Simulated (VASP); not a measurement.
Here is a VASP 6.6.1 calculation.

File INCAR:

```
PREC = Accurate ; ENCUT = 500
EDIFF = 1E-6 ; ISMEAR = -1
SIGMA = 0.05 ; LREAL = F
LASPH = T ; NELM = 120
ALGO = Normal ; ISIF = 2
LWAVE = F ; LCHARG = F
GGA = CA ; NBANDS = 16
GGA_COMPAT = F
```

File KPOINTS:

```
Automatic mesh
0
Gamma
  7 7 7
```

File POSCAR:

```
Ir
1.0
    0.0000000000      2.7382187225      2.7382187225
    2.7382187225      0.0000000000      2.7382187225
    2.7382187225      2.7382187225      0.0000000000
Ir
2
Direct
    1.0000000000      1.0000000000      1.0000000000
    0.2500000000      0.2500000000      0.2500000000
```

Potentials or basis: VASP PAW LDA potentials, release 64 (Ir).

The run is started by

```console
$ cat potpaw_LDA.64/Ir/POTCAR > POTCAR
$ mpirun -np 1 vasp_std > vasp.out
```

(1) Estimate the band gap on the k mesh.

(2) What does it give for the pressure?

Results:

(1) zero (band 9 reaches 6.56 eV, above the bottom of band 10 at 5.07 eV).

(2) 0.2 GPa.

Caveat: spin-orbit coupling is left out, which moves the levels of the heavy elements.
